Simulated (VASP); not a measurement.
**MgO: single point with r2SCAN**

Crystal: MgO.

```
CELL_PARAMETERS angstrom
2.93802 0.00000 0.00000
-1.46901 2.54440 0.00000
0.00000 0.00000 2.67968
ATOMIC_POSITIONS crystal
Mg 0.00000 0.00000 0.00000
O 0.33333 0.66667 0.50000
```

```json
{
  "Program": "VASP 6.6.1",
  "Task": "single point",
  "Functional": "r2SCAN",
  "Potentials or basis": "VASP PAW PBE potentials, release 64 (Mg_sv, O)",
  "Cutoff": "660 eV",
  "k mesh": "12 × 12 × 8",
  "Occupations": "gaussian, width 0.01 eV",
  "Spin": "no spin polarisation"
}
```

- Pressure: -5.8 GPa
- Band gap on the k mesh: 3.81 eV, indirect (least direct gap 4.22 eV)

Stress tensor (GPa, compression positive):
```
-5.58  0.00  0.00
 0.00 -5.58  0.00
 0.00  0.00 -6.27
```

Levels at points of the mesh, in eV from the valence-band top:
```
           k point  band 5  band 6  band 7  band 8  band 9  band 10  band 11  band 12
(0.00, 0.00, 0.00)  -18.38   -0.62   -0.62   -0.41    3.81    12.90    16.64    16.64
(0.50, 0.00, 0.00)  -17.37   -4.87   -1.35   -0.05    7.44    11.68    14.16    19.16
(0.00, 0.00, 0.50)  -17.31   -5.33   -0.10   -0.10    9.21     9.95    18.62    18.62
(0.50, 0.00, 0.50)  -16.64   -3.76   -3.39   -0.86    6.66    12.41    15.30    16.11
```

Run time: 95 s on 1 thread of AMD EPYC 9R45 96-Core Processor (Zen 5), with other jobs on the host, peak memory 0.15 GiB.

Caveat: the PAW data sets were made with another functional, which shifts forces and pressure a little. A k mesh can miss the band edges.
